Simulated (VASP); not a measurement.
**In15GaO24: single point with LDA**

In15GaO24:

```
In Ga O
1.0
    -4.99867    5.01808    5.02053
     4.99867   -4.99313    4.99558
     4.99867    4.99313   -4.99558
In Ga O
15 1 24
Direct
  0.49866 0.50337 0.50014
  0.49921 0.99838 0.99366
  0.00134 0.50148 0.00471
  0.00079 0.99445 0.49918
  0.75000 0.78329 0.03329
  0.46400 0.24469 0.71278
  0.03600 0.74878 0.78069
  0.72043 0.46872 0.25225
  0.77957 0.03182 0.74829
  0.75000 0.28391 0.53391
  0.25000 0.21680 0.96680
  0.52978 0.75054 0.28369
  0.97022 0.25391 0.22076
  0.28301 0.53327 0.74507
  0.21699 0.96206 0.25026
  0.25000 0.71720 0.46720
  0.52009 0.77590 0.54555
  0.73055 0.99268 0.95808
  0.97991 0.52547 0.25581
  0.76945 0.72753 0.26213
  0.54400 0.53509 0.77133
  0.95600 0.72733 0.99108
  0.23693 0.94906 0.50728
  0.26307 0.77035 0.71214
  0.77024 0.54569 0.53723
  0.98939 0.95444 0.72775
  0.51061 0.23837 0.96505
  0.72976 0.26699 0.77545
  0.46187 0.22627 0.45393
  0.27342 0.00510 0.04198
  0.03813 0.49206 0.76440
  0.22658 0.26857 0.73168
  0.45645 0.46515 0.22842
  0.04355 0.27197 0.00870
  0.76313 0.03440 0.49096
  0.73687 0.22783 0.27127
  0.23045 0.46654 0.46144
  0.01282 0.04625 0.27612
  0.48718 0.76330 0.03343
  0.26955 0.73099 0.23609
```

```json
{
 "Program": "VASP 6.6.1",
 "Task": "single point",
 "Functional": "LDA",
 "Potentials or basis": "VASP PAW LDA potentials, release 64 (In_d, Ga_d, O)",
 "Cutoff": "600 eV",
 "k mesh": "2 × 2 × 2",
 "Occupations": "gaussian, width 0.01 eV",
 "Spin": "no spin polarisation",
 "Dipole correction": "no",
 "Further INCAR settings": "LREAL = Auto; ALGO = Normal; EDIFF = 1e-06; NBANDS = 202"
}
```

The pressure is 0.6 GPa and the largest force is 0.034 eV/Å. The band gap on the k mesh is 1.18 eV.

Forces in eV/Å, atoms in the order of the input:
```
In  -0.007 -0.002  0.006
In   0.002  0.002 -0.003
In  -0.007  0.002 -0.006
In   0.002 -0.002  0.003
In  -0.004  0.000  0.000
In   0.000 -0.011  0.006
In   0.000  0.011 -0.006
In  -0.002 -0.013 -0.001
In  -0.002  0.013  0.001
In  -0.006  0.000  0.000
In   0.004  0.000  0.000
In  -0.018 -0.003  0.003
In  -0.018  0.003 -0.003
In   0.008 -0.001 -0.005
In   0.008  0.001  0.005
Ga  -0.023  0.000  0.000
O    0.006  0.020  0.009
O   -0.005 -0.003  0.002
O    0.006 -0.020 -0.009
O   -0.005  0.003 -0.002
O   -0.004  0.011  0.005
O   -0.004 -0.011 -0.005
O    0.032 -0.006  0.008
O    0.032  0.006 -0.008
O    0.008 -0.004  0.007
O   -0.002 -0.002 -0.009
O   -0.002  0.002  0.009
O    0.008  0.004 -0.007
O   -0.010 -0.009  0.009
O    0.015  0.007  0.002
O   -0.010  0.009 -0.009
O    0.015 -0.007 -0.002
O   -0.001 -0.007 -0.005
O   -0.001  0.007  0.005
O   -0.006 -0.006  0.010
O   -0.006  0.006 -0.010
O   -0.009  0.005 -0.014
O    0.007  0.000  0.009
O    0.007  0.000 -0.009
O   -0.009 -0.005  0.014
```

Levels at points of the mesh, in eV from the valence-band top:
```tsv
k point	band 174	band 175	band 176	band 177	band 178	band 179
(0.00, 0.00, 0.00)	-0.09	-0.03	0.00	1.18	5.44	5.46
(0.50, 0.00, 0.00)	-0.20	-0.08	-0.03	3.25	3.29	4.98
(0.00, 0.50, 0.00)	-0.17	-0.10	-0.08	3.25	3.28	4.97
(0.50, 0.50, 0.00)	-0.18	-0.09	-0.05	3.25	3.28	4.97
(0.00, 0.50, 0.50)	-0.23	-0.11	-0.05	3.27	3.27	4.98
(0.50, 0.50, 0.50)	-0.26	-0.22	-0.22	4.05	4.10	4.14
```

Run time: 8.3 min on 4 MPI ranks on Intel(R) Xeon(R) Platinum 8259CL CPU @ 2.50GHz (Skylake/Cascade Lake), on a shared host, peak memory 0.51 GiB a rank.

Caveat: the k points lie up to 0.44 Å⁻¹ apart; spin-orbit coupling is left out, which moves the levels of the heavy elements. A hybrid or GW would open this gap; LDA tends to underestimate it.
